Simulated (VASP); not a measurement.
# Al4Cl (Cmmm) in VASP: further runs

The runs below take Al4Cl through single point, relaxation of cell and atoms, with PBE.

Program: VASP 6.6.1. These are calculated values, not measurements. Logs are shortened: lines on timing, memory, paths and dates and some standing lists are left out, and cuts for length are marked.

**1. The cell of the first run**

Symmetry: Cmmm, No. 65, orthorhombic system. The conventional cell has a = 6.070 Å, b = 6.345 Å, c = 5.747 Å, α = 90.00°, β = 90.00°, γ = 90.00°. Al (site symmetry m) has 2 Al at 1.89 to 2.48 Å and 1 Cl at 2.03 Å within 2.5 Å. Cl (site symmetry mmm) has 4 Al at 2.03 Å within 2.7 Å.

**2. Single point, PBE**

The input, INCAR:

```
SYSTEM = Al4Cl
ALGO     = Normal         ! electronic algorithm
EDIFF    = 1E-6           ! SCF threshold, eV
ENCUT    = 520            ! plane-wave cutoff, eV
GGA      = PE             ! functional
ISIF     = 2              ! what is computed and relaxed
ISMEAR   = 0              ! smearing method
LASPH    = .True.         ! aspherical terms in the spheres
LCHARG   = .False.        ! write CHGCAR
LREAL    = .False.        ! projectors in reciprocal space
LWAVE    = .False.        ! write WAVECAR
NBANDS   = 18             ! bands
NELM     = 60             ! most SCF steps
PREC     = Accurate       ! precision mode
SIGMA    = 0.1            ! smearing width, eV
```

The input, KPOINTS:

```
k-points
0
Gamma
  4 4 4
  0 0 0
```

The input, POSCAR:

```
Al4Cl
1.0
    3.0347570400     -3.1723354000      0.0000000000
    3.0347570400      3.1723354000      0.0000000000
    0.0000000000      0.0000000000      5.7471312900
Al Cl
4 1
Direct
    0.7040357200      0.7040357200      0.3354153900
    0.2959642800      0.2959642800      0.3354153900
    0.7040357200      0.7040357200      0.6645846100
    0.2959642800      0.2959642800      0.6645846100
    0.0000000000      0.0000000000      0.5000000000
```

Potentials or basis: VASP PAW PBE potentials, release 64 (Al, Cl).

Run with:

```sh
cat potpaw_PBE.64/Al/POTCAR potpaw_PBE.64/Cl/POTCAR > POTCAR
mpirun -np 1 vasp_std > vasp.out
```

OUTCAR:

```text
SYSTEM = Al4Cl
   EDIFF = 1E-6
   ENCUT = 520
   GGA = PE
   ISIF = 2
   ISMEAR = 0
   LASPH = .True.
   LREAL = .False.
   NELM = 60
   PREC = Accurate

 ion  position               nearest neighbor table
   1  0.704  0.704  0.335-   3 1.89   5 2.03   2 2.48   4 3.12   2 3.22   2 3.22
   2  0.296  0.296  0.335-   4 1.89   5 2.03   1 2.48   3 3.12   1 3.22   1 3.22
   3  0.704  0.704  0.665-   1 1.89   5 2.03   4 2.48   2 3.12   4 3.22   4 3.22
   4  0.296  0.296  0.665-   2 1.89   5 2.03   3 2.48   1 3.12   3 3.22   3 3.22
   5  0.000  0.000  0.500-   1 2.03   2 2.03   3 2.03   4 2.03

  LATTYP: Found a base centered orthorhombic cell.
 ALAT       =     6.0695140800
 B/A-ratio  =     1.0453342255
 C/A-ratio  =     0.9468849094

  Lattice vectors:

 A1 = (   3.0347570400,  -3.1723354000,   0.0000000000)
 A2 = (   3.0347570400,   3.1723354000,   0.0000000000)
 A3 = (   0.0000000000,   0.0000000000,   5.7471312900)

Analysis of symmetry for initial positions (statically):
=====================================================================
 Subroutine PRICEL returns:
 Original cell was already a primitive cell.

 Routine SETGRP: Setting up the symmetry group for a
 base centered orthorhombic supercell.

 Subroutine GETGRP returns: Found  8 space group operations
 (whereof  8 operations were pure point group operations)
 out of a pool of  8 trial point group operations.

The static configuration has the point symmetry D_2h.

Analysis of symmetry for dynamics (positions and initial velocities):
=====================================================================
 Subroutine PRICEL returns:
 Original cell was already a primitive cell.

 Routine SETGRP: Setting up the symmetry group for a
 base centered orthorhombic supercell.

 Subroutine GETGRP returns: Found  8 space group operations
 (whereof  8 operations were pure point group operations)
 out of a pool of  8 trial point group operations.

The dynamic configuration has the point symmetry D_2h.

 Subroutine INISYM returns: Found  8 space group operations
 (whereof  8 operations are pure point group operations),
 and found     1 'primitive' translations

----------------------------------------------------------------------------------------

                                     Primitive cell

  volume of cell :     110.6583

  direct lattice vectors                    reciprocal lattice vectors
     3.034757040 -3.172335400  0.000000000     0.164757835 -0.157612590  0.000000000
     3.034757040  3.172335400  0.000000000     0.164757835  0.157612590  0.000000000
     0.000000000  0.000000000  5.747131290     0.000000000  0.000000000  0.173999853

  length of vectors
     4.390155143  4.390155143  5.747131290     0.228006300  0.228006300  0.173999853

  position of ions in fractional coordinates (direct lattice)
     0.704035720  0.704035720  0.335415390
     0.295964280  0.295964280  0.335415390
     0.704035720  0.704035720  0.664584610
     0.295964280  0.295964280  0.664584610
     0.000000000  0.000000000  0.500000000

  ion indices of the primitive-cell ions
   primitive index   ion index
                 1           1
                 2           2
                 3           3
                 4           4
                 5           5

----------------------------------------------------------------------------------------

 KPOINTS: k-points

Automatic generation of k-mesh.
 Grid dimensions read from file:
 generate k-points for:    4    4    4

 Generating k-lattice:

  Cartesian coordinates                     Fractional coordinates (reciprocal lattice)
     0.041189459 -0.039403148  0.000000000     0.250000000 -0.000000000  0.000000000
     0.041189459  0.039403148  0.000000000    -0.000000000  0.250000000  0.000000000
     0.000000000  0.000000000  0.043499963     0.000000000  0.000000000  0.250000000

  Length of vectors
     0.057001575  0.057001575  0.043499963

  Shift w.r.t. Gamma in fractional coordinates (k-lattice)
     0.000000000  0.000000000  0.000000000

 Subroutine IBZKPT returns following result:
 ===========================================

 Found     21 irreducible k-points:

 Following reciprocal coordinates:
            Coordinates               Weight
  0.000000  0.000000  0.000000      1.000000
  0.250000  0.000000  0.000000      4.000000
  0.500000  0.000000  0.000000      2.000000
  0.250000  0.250000  0.000000      2.000000
  0.500000  0.250000  0.000000      4.000000
 -0.250000  0.250000  0.000000      2.000000
[... 13 lines left out ...]
 -0.250000  0.250000  0.500000      2.000000
  0.500000  0.500000  0.500000      1.000000
   k-points           NKPTS =     21   k-points in BZ     NKDIM =     21   number of bands    NBANDS=     18
   number of dos      NEDOS =    301   number of ions     NIONS =      5
   total plane-waves  NPLWV =  62208
   dimension x,y,z NGX =    36 NGY =   36 NGZ =   48
   dimension x,y,z NGXF=    72 NGYF=   72 NGZF=   96
   ions per type =               4   1
   NGX,Y,Z   is equivalent  to a cutoff of  13.63, 13.63, 13.88 a.u.
   NGXF,Y,Z  is equivalent  to a cutoff of  27.26, 27.26, 27.77 a.u.
 SYSTEM =  Al4Cl
   PREC   = accura    normal or accurate (medium, high low for compatibility)
   ISTART =      0    job   : 0-new  1-cont  2-samecut
   ICHARG =      2    charge: 1-file 2-atom 10-const
   ISPIN  =      1    spin polarized calculation?
   LNONCOLLINEAR =      F non collinear calculations
   LSORBIT =      F    spin-orbit coupling
   LASPH  =      T    aspherical Exc in radial PAW
   ENCUT  =  520.0 eV  38.22 Ry    6.18 a.u.   8.16  8.16 10.69*2*pi/ulx,y,z
   NELM   =     60;   NELMIN=  2; NELMDL= -5     # of ELM steps
   EDIFF  = 0.1E-05   stopping-criterion for ELM
   LREAL  =      F    real-space projection
   EDIFFG = 0.1E-04   stopping-criterion for IOM
   NSW    =      0    number of steps for IOM
   IBRION =     -1    ionic relax: 0-MD 1-quasi-New 2-CG
   NFREE  =      0    steps in history (QN), initial steepest desc. (CG)
   ISIF   =      2    stress and relaxation
   ISYM   =      2    0-nonsym 1-usesym 2-fastsym
   POTIM  = 0.5000    time-step for ionic-motion
   TEBEG  =    0.0;   TEEND  =   0.0 temperature during run
   PSTRESS=    0.0 pullay stress
   NELECT =      19.0000    total number of electrons
   NUPDOWN=      -1.0000    fix difference up-down
   EMIN   =  10.00;   EMAX   =-10.00  energy-range for DOS
   EFERMI =   0.00;   METHOD = LEGACY
   ISMEAR =     0;   SIGMA  =   0.10  broadening in eV -4-tet -1-fermi 0-gaus
   EFERMI_NEDOS =   21; number of points for ismear=-14 and -15
   IALGO  =     38    algorithm
   IMIX   =      4    mixing-type and parameters
     AMIX     =   0.40;   BMIX     =  1.00
     AMIX_MAG =   1.60;   BMIX_MAG =  1.00
  volume/ion in A,a.u.               =      22.13       149.35
  Fermi-wavevector in a.u.,A,eV,Ry     =   0.909909  1.719479 11.264732  0.827934
  Thomas-Fermi vector in A             =   2.034009
   LORBIT       =      0    0 simple, 1 ext, 2 COOP (PROOUT), +10 PAW based schemes
   GGA     = PE    functional components
   LHFCALC =     F    Hartree Fock is set to
   AEXX    =    0.0000 exact exchange contribution
   IVDW    =     0    specifies the selected vdW correction
   LEPSILON=     F    determine dielectric tensor
   LRPA    =     F    only Hartree local field effects (RPA)
 non-spin polarized calculation
 Gauss-broadening in eV      SIGMA  =   0.10
  energy-cutoff  :      520.00
  volume of cell :      110.66
 maximum number of plane-waves:      3000
 NGX is ok and might be reduce to    36
   NGX = 17   NGY = 17   NGZ = 21

 number of electron      19.0000000 magnetization

 Free energy of the ion-electron system (eV)
  ---------------------------------------------------
  ext. energy  EPLUGINS =         0.00000000
  ---------------------------------------------------
  free energy    TOTEN  =        -3.78410321 eV

  energy without entropy =       -3.77230638  energy(sigma->0) =       -3.77820479

 E-fermi :   4.9159     XC(G=0):  -8.6996

 val. band max:        4.9126190382   @ k =   0.2500   0.0000   0.2500
 cond. band min:       4.9853440804   @ k =   0.0000   0.0000   0.2500
 fundamental gap:      0.0727250423
 Fermi energy:         4.9159166980

 k-point     1 :       0.0000    0.0000    0.0000
  band No.  band energies     occupation
      1     -15.7813      2.00000
      2      -6.7211      2.00000
      3      -4.2701      2.00000
      4      -3.2203      2.00000
      5      -2.4414      2.00000
      6       2.1382      2.00000
[... 10 lines left out ...]
     17       9.2943      0.00000
     18       9.7213      0.00000

 k-point     2 :       0.2500    0.0000    0.0000
  band No.  band energies     occupation
      1     -15.7458      2.00000
      2      -7.0118      2.00000
      3      -4.1713      2.00000
      4      -3.2714      2.00000
      5      -1.8716      2.00000
      6       1.9126      2.00000
[... 10 lines left out ...]
     17      10.1686      0.00000
     18      11.0349      0.00000

 k-point     3 :       0.5000    0.0000    0.0000
  band No.  band energies     occupation
      1     -15.7095      2.00000
      2      -7.2757      2.00000
      3      -4.0649      2.00000
      4      -3.2878      2.00000
      5      -0.9359      2.00000
      6       0.5020      2.00000
[... 10 lines left out ...]
     17      10.3721      0.00000
     18      11.2512      0.00000

 k-point     4 :       0.2500    0.2500    0.0000
  band No.  band energies     occupation
      1     -15.7111      2.00000
      2      -7.2354      2.00000
      3      -4.0785      2.00000
      4      -3.1198      2.00000
      5      -1.7365      2.00000
      6       1.3115      2.00000
[... 312 lines left out ...]
      4      -3.5668      2.00000
      5      -1.5765      2.00000
      6       0.9251      2.00000
[... 10 lines left out ...]
     17      10.5747      0.00000
     18      11.2824      0.00000

 k-point    20 :      -0.2500    0.2500    0.5000
  band No.  band energies     occupation
      1     -15.7150      2.00000
      2      -7.0019      2.00000
      3      -4.1953      2.00000
      4      -3.8379      2.00000
      5      -1.4722      2.00000
      6       1.0154      2.00000
[... 10 lines left out ...]
     17       9.7194      0.00000
     18      10.4553      0.00000

 k-point    21 :       0.5000    0.5000    0.5000
  band No.  band energies     occupation
      1     -15.6514      2.00000
      2      -7.2592      2.00000
      3      -3.9991      2.00000
      4      -3.6166      2.00000
      5      -2.3649      2.00000
      6       1.8862      2.00000
[... 10 lines left out ...]
     17       9.6066      0.00000
     18      11.2435      0.00000

------------------------ aborting loop because EDIFF is reached ----------------------------------------

  FORCE on cell =-STRESS in cart. coord.  units (eV):
  Direction    XX          YY          ZZ          XY          YZ          ZX
  --------------------------------------------------------------------------------------
  -------------------------------------------------------------------------------------
  Total       35.6483873     -4.0789435     46.9366571     -0.0000000      0.0000000      0.0000000
  in kB      516.1385902    -59.0573746    679.5768843     -0.0000000      0.0000000      0.0000000
  external PRESSURE =     378.8860333 kB  Pullay stress =       0.0000000 kB

 VOLUME and BASIS-vectors are now :
 -----------------------------------------------------------------------------
  energy-cutoff  :      520.00
  volume of cell :      110.66
      direct lattice vectors                 reciprocal lattice vectors
     3.034757040 -3.172335400  0.000000000     0.164757835 -0.157612590  0.000000000
     3.034757040  3.172335400  0.000000000     0.164757835  0.157612590  0.000000000
     0.000000000  0.000000000  5.747131290     0.000000000  0.000000000  0.173999853

 POSITION                                       TOTAL-FORCE (eV/Angst)
 -----------------------------------------------------------------------------------
      4.27315      0.00000      1.92768        -2.618559      0.000000    -13.540381
      1.79636      0.00000      1.92768         2.618559      0.000000    -13.540381
      4.27315      0.00000      3.81946        -2.618559      0.000000     13.540381
      1.79636      0.00000      3.81946         2.618559      0.000000     13.540381
      0.00000      0.00000      2.87357        -0.000000      0.000000      0.000000
 -----------------------------------------------------------------------------------
    total drift:                               -0.000000      0.000000      0.000000

  FREE ENERGIE OF THE ION-ELECTRON SYSTEM (eV)
  ---------------------------------------------------
  free  energy   TOTEN  =        -3.7841032102 eV

  energy  without entropy=       -3.7723063785  energy(sigma->0) =       -3.77820479
```

It took 14 s on 1 thread of Intel Xeon 6975P-C (Granite Rapids), shared host; peak memory 0.23 GiB.

What came out:

| Property | Result |
| --- | --- |
| Free energy | -3.7841 eV |
| Pressure | 37.9 GPa |
| Largest force | 13.791 eV/Å |

Forces on the atoms (eV/Å):
```
Al   -2.619   0.000 -13.540
Al    2.619   0.000 -13.540
Al   -2.619   0.000  13.540
Al    2.619   0.000  13.540
Cl    0.000   0.000   0.000
```

Caveat: an odd number of electrons without spin polarisation forces a metal; a magnetic or distorted state may lie lower.

**3. Relaxation of cell and atoms, PBE**

The input, INCAR:

```
PREC = Accurate
ENCUT = 600
EDIFF = 1E-6
ISMEAR = 0
SIGMA = 0.1
LREAL = F
LASPH = T
NELM = 80
ALGO = Normal
ISIF = 3
LWAVE = F
LCHARG = F
GGA = PE
IBRION = 2
NSW = 90
EDIFFG = -0.04
```

The input, KPOINTS:

```
regular mesh
0
Gamma
  4 4 4
```

POSCAR is that of step 2.

Potentials or basis: VASP PAW PBE potentials, release 64 (Al, Cl).

Run with:

```sh
cat potpaw_PBE.64/Al/POTCAR potpaw_PBE.64/Cl/POTCAR > POTCAR
mpirun -np 1 vasp_std > vasp.out
```

It took 7 min on 1 thread of Intel Xeon 6975P-C (Granite Rapids), shared host; peak memory 0.26 GiB.

Results (log left out):

```yaml
Free_energy: -15.5149 eV
Relaxed_volume: 22.63 Å³/atom
Relaxed_cell: a = 5.000 Å, b = 5.000 Å, c = 5.217 Å, α = 90.00°, β = 90.00°, γ = 60.18°
Space_group_after_relaxing_to_0.05_Å: P6/mmm (No. 191)
Energy_gained_by_relaxing: 2345.9 meV/atom
Ionic_steps: 53
Pressure_after_relaxing: -0.1 GPa
Largest_force_after_relaxing: 0.016 eV/Å
```

Forces on the atoms (eV/Å):
```
Al   0.009  0.000  0.013
Al  -0.009  0.000  0.013
Al   0.009  0.000 -0.013
Al  -0.009  0.000 -0.013
Cl   0.000  0.000  0.000
```

Stress tensor (GPa, compression positive):
```
 0.02  0.00  0.00
 0.00 -0.01  0.00
 0.00  0.00 -0.17
```

The path:
```csv
step,energy change (eV),largest force (eV/Å),pressure (GPa),volume (Å³)
1,0.0000,13.7905,37.90,110.66
3,-8.8033,0.2209,-5.34,201.20
5,-10.0959,0.4190,-3.68,150.44
7,-10.1001,0.4482,-3.35,148.46
9,-10.3798,0.8016,8.04,106.60
11,-11.0009,0.4667,0.48,119.16
13,-11.0092,0.4373,-0.10,120.66
15,-11.2053,0.3755,0.71,114.15
17,-11.2758,0.3317,1.37,111.30
19,-11.3638,0.1408,1.88,109.05
21,-11.3855,0.1563,1.01,110.98
23,-11.3997,0.0923,-0.26,114.08
25,-11.4177,0.1192,-0.28,113.81
27,-11.5347,0.4125,-0.01,112.11
29,-11.5955,0.4899,0.60,111.00
31,-11.6353,0.3113,1.98,109.27
33,-11.6461,0.3424,1.62,109.66
35,-11.6541,0.2002,1.59,110.09
37,-11.6852,0.0760,0.62,112.00
39,-11.6917,0.1951,-0.07,113.55
41,-11.6939,0.1599,-0.06,113.48
43,-11.7020,0.1201,-0.29,113.75
45,-11.7108,0.1226,0.20,112.30
47,-11.7139,0.1242,0.72,110.91
49,-11.7225,0.0594,0.55,111.32
51,-11.7262,0.0839,0.36,111.78
53,-11.7296,0.0161,-0.06,113.17
```

Final structure:
```cif
data_structure
_symmetry_space_group_name_H-M 'P 1'
_symmetry_Int_Tables_number 1
_cell_length_a 5.0003
_cell_length_b 5.0003
_cell_length_c 5.2167
_cell_angle_alpha 90.000
_cell_angle_beta 90.000
_cell_angle_gamma 60.184
_cell_volume 113.17
loop_
_atom_site_label
_atom_site_type_symbol
_atom_site_fract_x
_atom_site_fract_y
_atom_site_fract_z
_atom_site_occupancy
Al1 Al 0.66656 0.66656 0.24782 1
Al2 Al 0.33344 0.33344 0.24782 1
Al3 Al 0.66656 0.66656 0.75218 1
Al4 Al 0.33344 0.33344 0.75218 1
Cl1 Cl 0.00000 0.00000 0.50000 1
```

Levels at points of the mesh, in eV from the Fermi level:
```tsv
k point	band 8	band 9	band 10	band 11	band 12	band 13
(0.00, 0.00, 0.00)	-1.72	-1.72	-1.30	1.05	2.50	2.50
(0.50, 0.00, 0.00)	-1.15	-0.71	-0.65	-0.10	0.33	1.56
(0.50, 0.50, 0.00)	-1.17	-0.71	-0.64	-0.13	0.32	1.55
(0.00, 0.00, 0.50)	-1.41	-0.59	-0.59	-0.35	-0.35	2.75
(0.50, 0.00, 0.50)	-1.65	-1.22	0.96	1.82	1.85	3.29
(0.50, 0.50, 0.50)	-1.63	-1.24	0.96	1.81	1.84	3.30
```

Caveat: an odd number of electrons without spin polarisation forces a metal; a magnetic or distorted state may lie lower.
